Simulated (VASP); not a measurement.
A run of VASP 6.6.1 is set up as follows.

The input INCAR:

```
SYSTEM = Li2Se
ALGO = Normal
EDIFF = 1E-8
ENCUT = 650
GGA = CA
GGA_COMPAT = .FALSE.
ISIF = 2
ISMEAR = 0
LASPH = .TRUE.
LCHARG = .FALSE.
LEPSILON = .TRUE.
LREAL = .FALSE.
LWAVE = .FALSE.
NELM = 120
PREC = Accurate
SIGMA = 0.01
```

The input KPOINTS:

```
k-points
0
G
  6 6 6
  0 0 0
```

POSCAR

```
Li2Se
1.0
    0.0000000000      3.0025000000      3.0025000000
    3.0025000000      0.0000000000      3.0025000000
    3.0025000000      3.0025000000      0.0000000000
Li Se
2 1
Direct
    0.2500000000      0.2500000000      0.2500000000
    0.7500000000      0.7500000000      0.7500000000
    0.0000000000      0.0000000000      0.0000000000
```

Potentials or basis: VASP PAW LDA potentials, release 64 (Li_sv, Se).

The run is started by

```console
$ cat potpaw_LDA.64/Li_sv/POTCAR potpaw_LDA.64/Se/POTCAR > POTCAR
$ mpirun -np 1 vasp_std > vasp.out
```

(1) What does it give for the electronic dielectric tensor (diagonal)?

(2) Estimate the Born charges (mean of the diagonal).

(3) What does it give for the band gap on the k mesh?

## Answers

(1) 4.43.

(2) Li +0.96; Se -1.92 e.

(3) 2.81 eV, indirect (least direct gap 3.21 eV).
